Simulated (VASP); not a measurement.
Input of a VASP 6.6.1 run:

Contents of INCAR:

```
SYSTEM = Cu
ALGO     = Normal         ! electronic algorithm
EDIFF    = 1E-6           ! SCF threshold, eV
ENCUT    = 520            ! plane-wave cutoff, eV
GGA      = CA             ! functional
ISIF     = 2              ! what is computed and relaxed
ISMEAR   = -1             ! smearing method
LASPH    = .True.         ! aspherical terms in the spheres
LCHARG   = .False.        ! write CHGCAR
LREAL    = .False.        ! projectors in reciprocal space
LWAVE    = .False.        ! write WAVECAR
NBANDS   = 12             ! bands
NELM     = 60             ! most SCF steps
PREC     = Accurate       ! precision mode
SIGMA    = 0.1            ! smearing width, eV
```

The input KPOINTS:

```
k-points
0
Gamma
  11 11 11
  0 0 0
```

File POSCAR:

```
Cu
1.0
    2.4610780000      0.0000000000      0.0000000000
   -0.9222399113      2.2817489932      0.0000000000
   -0.7694191290     -1.1408746222      2.0404176588
Cu
1
Direct
    0.0000000000      0.0000000000      0.0000000000
```

Potentials or basis: VASP PAW LDA potentials, release 64 (Cu).

The run is started by

```sh
$ cat potpaw_LDA.64/Cu/POTCAR > POTCAR
$ mpirun -np 1 vasp_std > vasp.out
```

**Question.** Predict the pressure.

**Answer.** -6.8 GPa.

Stress tensor (GPa, compression positive):
```
-6.81 -0.21  0.00
-0.21 -6.98  0.00
 0.00  0.00 -6.67
```
